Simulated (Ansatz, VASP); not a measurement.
Bi: VASP beside Ansatz

POSCAR

```
Bi
1.0
    2.2611931416      1.3055004690      4.0217690833
   -2.2611931416      1.3055004690      4.0217690833
    0.0000000000     -2.6110009380      4.0217690834
Bi
2
Direct
    0.2327530117      0.2327530117      0.2327530117
    0.7672469883      0.7672469883      0.7672469883
```

File INCAR.step1:

```
SYSTEM = Bi
PREC = Accurate ; ENCUT = 520
ISMEAR = -1 ; SIGMA = 0.02
LREAL = .False. ; LASPH = .True.
NELM = 80 ; NBANDS = 22
GGA = PE ; ALGO = Normal
EDIFF = 1E-4 ; LWAVE = .True.
LCHARG = .False.
```

The input INCAR.step2:

```
SYSTEM = Bi
PREC = Accurate ; ENCUT = 520
EDIFF = 1E-6 ; ISMEAR = -1
SIGMA = 0.02 ; LREAL = .False.
LASPH = .True. ; NELM = 80
ALGO = Normal ; ISIF = 2
LWAVE = .False. ; LCHARG = .False.
METAGGA = R2SCAN ; LMIXTAU = .True.
NBANDS = 22 ; ISTART = 1
```

File KPOINTS:

```
Automatic mesh
0
Gamma
  8 8 8
  0 0 0
```

Input for Ansatz:

```yaml
crystal:
  lattice:
    - [2.2611931416, 1.305500469, 4.0217690833]
    - [-2.2611931416, 1.305500469, 4.0217690833]
    - [0.0, -2.611000938, 4.0217690834]
  atoms:
    - { symbol: Bi, position: [0.2327530117, 0.2327530117, 0.2327530117] }
    - { symbol: Bi, position: [0.7672469883, 0.7672469883, 0.7672469883] }
kpoints:
  mp_grid: { grid: [8, 8, 8] }
  band_path:
    path:
      - [0.0, 0.0, 0.0]
      - [0.5, 0.5, 0.5]
      - [0.7630862102, 0.2369137898, 0.5]
      - [0.5, -0.2369137898, 0.2369137898]
      - [0.5, 0.0, 0.0]
      - [0.3684568949, -0.3684568949, 0.0]
      - [0.6315431051, 0.0, 0.3684568949]
      - [0.5, 0.0, 0.5]
      - [0.552617242, 0.447382758, 0.5]
    npoints: 1
hamiltonian:
  xc: r2scan
scf:
  occupations: { method: fermi_dirac, width: 0.02 }
  n_extra_bands: 4
output:
  forces: true
  stress: true
  eigenvalues: true
```

Alike in both runs: task single point; functional r2SCAN; k mesh 8 × 8 × 8; occupations fermi-dirac, width 0.02 eV; no spin polarisation.

|  | VASP | Ansatz |
| --- | --- | --- |
| version | VASP 6.6.1 | Ansatz 0.2.0 |
| potentials or method | VASP PAW PBE potentials, release 64 (Bi_d) | plane waves, PAW |
| plane-wave cutoff (eV) | 520 | 500 |
| valence electrons in the cell | 30 | 30 |

|  | VASP | Ansatz | Ansatz less VASP |
| --- | --- | --- | --- |
| pressure (GPa) | 0.9 | 1.0 | +0.04 |
| traceless stress, the component that is largest in VASP (GPa) | 0.05 | 0.05 | +0.002 |
| rms of the force components (eV/Å) | 0.027 | 0.022 | -0.0049 |

VASP's potentials were made for PBE, not for r2SCAN. Atom by atom the forces differ by 0.005 eV/Å (rms over components). With one functional, cell and mesh, what is left measures potentials, basis and numerics.

Neither program's run includes spin-orbit coupling.
